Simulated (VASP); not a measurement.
# Ag (Cmcm) in VASP: further runs, part 3 of 3

VASP 6.6.1. Earlier steps stand in the parts before.

### Step 5. Single point, r2SCAN (strain +0.0525 x Voigt [0, 1, 0, 0, 0, 0])

POSCAR

```
Ag
1.0
    2.9299980804      0.0000000000      0.0000000000
   -1.4649990402      2.6706690411      0.0000000000
    0.0000000000      0.0000000000      4.7900000000
Ag
2
Direct
    0.3333333333      0.6666666667      0.2500000000
    0.6666666667      0.3333333333      0.7500000000
```

INCAR.step1

```
PREC = Accurate
ENCUT = 520
ISMEAR = 0
SIGMA = 0.15
LREAL = F
LASPH = T
NELM = 100
NBANDS = 18
GGA = PE
ALGO = Normal
EDIFF = 1E-4
LWAVE = T
LCHARG = F
```

INCAR.step2

```
PREC = Accurate
ENCUT = 520
EDIFF = 1E-7
ISMEAR = 0
SIGMA = 0.15
LREAL = F
LASPH = T
NELM = 100
ALGO = Normal
ISIF = 2
LWAVE = F
LCHARG = F
METAGGA = R2SCAN
LMIXTAU = T
NBANDS = 18
ISTART = 1
```

KPOINTS

```
regular mesh
0
Gamma
  18 18 10
```

Potentials or basis: VASP PAW PBE potentials, release 64 (Ag).

The run is started by

```sh
$ cat potpaw_PBE.64/Ag/POTCAR > POTCAR
$ cp INCAR.step1 INCAR
$ mpirun -np 1 vasp_std > vasp.out
$ cp INCAR.step2 INCAR
$ mpirun -np 1 vasp_std > vasp.out
```

OUTCAR:

```text
PREC = Accurate
   ENCUT = 520
   EDIFF = 1E-7
   ISMEAR = 0
   LREAL = F
   LASPH = T
   NELM = 100
   ISIF = 2
   METAGGA = R2SCAN
   ISTART = 1

 ion  position               nearest neighbor table
   1  0.333  0.667  0.250-   2 2.95   2 2.95   2 2.95   2 2.95   2 2.98   2 2.98
   2  0.667  0.333  0.750-   1 2.95   1 2.95   1 2.95   1 2.95   1 2.98   1 2.98

  LATTYP: Found a base centered orthorhombic cell.
 ALAT       =     2.9299980804
 B/A-ratio  =     1.8229834749
 C/A-ratio  =     1.6348133577

  Lattice vectors:

 A1 = (   1.4649990402,  -2.6706690411,   0.0000000000)
 A2 = (   1.4649990402,   2.6706690411,   0.0000000000)
 A3 = (   0.0000000000,   0.0000000000,   4.7900000000)

Analysis of symmetry for initial positions (statically):
=====================================================================
 Subroutine PRICEL returns:
 Original cell was already a primitive cell.

 Routine SETGRP: Setting up the symmetry group for a
 base centered orthorhombic supercell.

 Subroutine GETGRP returns: Found  8 space group operations
 (whereof  4 operations were pure point group operations)
[... 159 lines left out ...]
 Free energy of the ion-electron system (eV)
  ---------------------------------------------------
  ext. energy  EPLUGINS =         0.00000000
  ---------------------------------------------------
  free energy    TOTEN  =       -42.63757916 eV

  energy without entropy =      -42.63087437  energy(sigma->0) =      -42.63422676

 E-fermi :   7.2457     XC(G=0): -12.3191

 val. band max:        7.2413469738   @ k =   0.5000   0.2222   0.3000
 cond. band min:       7.2472734696   @ k =   0.0556   0.0556   0.1000
 fundamental gap:      0.0059264958
 Fermi energy:         7.2457451611

 k-point     1 :       0.0000    0.0000    0.0000
  band No.  band energies     occupation
      1      -0.0694      2.00000
      2       1.0423      2.00000
      3       2.2669      2.00000
      4       2.4281      2.00000
      5       2.5420      2.00000
      6       2.6532      2.00000
[... 481 lines left out ...]
      5       2.4684      2.00000
      6       2.6591      2.00000
[... 10 lines left out ...]
     17      23.1312      0.00000
     18      23.9138      0.00000

 [... further k-points ...]
[... 5 lines left out ...]
  --------------------------------------------------------------------------------------
  -------------------------------------------------------------------------------------
  Total       -1.2603537     -1.9056927     -1.1860425      0.0000000      0.0000000      0.0000000
  in kB      -53.8741072    -81.4592725    -50.6976591      0.0000000      0.0000000      0.0000000
  external PRESSURE =     -62.0103463 kB  Pullay stress =       0.0000000 kB

 VOLUME and BASIS-vectors are now :
 -----------------------------------------------------------------------------
  energy-cutoff  :      520.00
  volume of cell :       37.48
      direct lattice vectors                 reciprocal lattice vectors
     2.929998080  0.000000000  0.000000000     0.341297152  0.187219005  0.000000000
    -1.464999040  2.670669041  0.000000000     0.000000000  0.374438010  0.000000000
     0.000000000  0.000000000  4.790000000     0.000000000  0.000000000  0.208768267

 POSITION                                       TOTAL-FORCE (eV/Angst)
 -----------------------------------------------------------------------------------
     -0.00000      1.78045      1.19750        -0.000000      0.048033     -0.000000
      1.46500      0.89022      3.59250         0.000000     -0.048033      0.000000
 -----------------------------------------------------------------------------------
    total drift:                               -0.000000      0.000000     -0.000000

  FREE ENERGIE OF THE ION-ELECTRON SYSTEM (eV)
  ---------------------------------------------------
  free  energy   TOTEN  =       -42.6375791585 eV

  energy  without entropy=      -42.6308743653  energy(sigma->0) =      -42.63422676
```

OUTCAR.step1:

```text
PREC = Accurate
   ENCUT = 520
   ISMEAR = 0
   LREAL = F
   LASPH = T
[... 729 lines left out ...]
 -----------------------------------------------------------------------------------
     -0.00000      1.78045      1.19750         0.000000      0.052808      0.000000
      1.46500      0.89022      3.59250        -0.000000     -0.052808     -0.000000
 -----------------------------------------------------------------------------------
    total drift:                               -0.000000      0.000000     -0.000000

  FREE ENERGIE OF THE ION-ELECTRON SYSTEM (eV)
  ---------------------------------------------------
  free  energy   TOTEN  =        -5.3966210242 eV

  energy  without entropy=       -5.3896814268  energy(sigma->0) =       -5.39315123
```

OSZICAR.step1:

```text
N       E                     dE             d eps       ncg     rms          rms(c)
DAV:   1     0.124001662168E+03    0.12400E+03   -0.11701E+04 19672   0.120E+03
DAV:   2    -0.380370260298E+01   -0.12781E+03   -0.12124E+03 20428   0.263E+02
DAV:   3    -0.583320721980E+01   -0.20295E+01   -0.20224E+01 22692   0.373E+01
DAV:   4    -0.583942496043E+01   -0.62177E-02   -0.62171E-02 21664   0.204E+00
DAV:   5    -0.583947864874E+01   -0.53688E-04   -0.53688E-04 21542   0.203E-01    0.581E+00
DAV:   6    -0.541035567462E+01    0.42912E+00   -0.11429E+00 20470   0.112E+01    0.395E+00
DAV:   7    -0.540072753619E+01    0.96281E-02   -0.11820E-02 21166   0.963E-01    0.232E+00
DAV:   8    -0.539660336089E+01    0.41242E-02   -0.11156E-03 20626   0.292E-01    0.875E-02
DAV:   9    -0.539662102418E+01   -0.17663E-04   -0.17665E-05 12678   0.318E-02
   1 F= -.53966210E+01 E0= -.53931512E+01  d E =-.693960E-02
```

It took 25 min on 1 thread of Oxide Virtual Turin-like, shared host; peak memory 0.37 GiB.

Results:

* Free energy: -42.6376 eV
* Pressure: -6.2 GPa
* Largest force: 0.048 eV/Å
* Band gap on the k mesh: zero (bands 11 and 12 overlap by 7.43 eV)

Forces in eV/Å, atoms in the order of the input:
```
Ag   0.000  0.048  0.000
Ag   0.000 -0.048  0.000
```

Stress tensor (GPa, compression positive):
```
-5.39  0.00  0.00
 0.00 -8.15  0.00
 0.00  0.00 -5.07
```

Caveat: the cell differs from its parent crystal (strain +0.0525 x Voigt [0, 1, 0, 0, 0, 0]); the cell stands under tension; the PAW data sets were made with another functional, which shifts forces and pressure a little.

### Step 6. Summary

| cell | gap on the mesh (eV) | pressure (GPa) | largest force (eV/Å) |
| --- | --- | --- | --- |
| a = 2.930, b = 2.799, c = 4.790 Å, angles 90.0, 90.0, 121.6°, 2 atoms | none | 4.5 | 0.07 |
| a = 2.930, b = 2.832, c = 4.790 Å, angles 90.0, 90.0, 121.2°, 2 atoms | none | 2.4 | 0.05 |
| a = 2.930, b = 3.029, c = 4.790 Å, angles 90.0, 90.0, 118.9°, 2 atoms | none | -5.8 | 0.04 |
| a = 2.930, b = 3.046, c = 4.790 Å, angles 90.0, 90.0, 118.7°, 2 atoms | none | -6.2 | 0.05 |

Alike in all rows: task single point; level r2SCAN; potentials or basis VASP PAW PBE potentials, release 64 (Ag); no spin polarisation; k mesh 18 × 18 × 10; cutoff (eV) 520; smearing gaussian 0.15 eV.

Caveats: the PAW data sets were made with another functional, which shifts forces and pressure a little; the cell stands under tension (at least some runs); the cell stands under pressure (at least some runs).

Absolute energies hang on the potentials; compare differences alone.
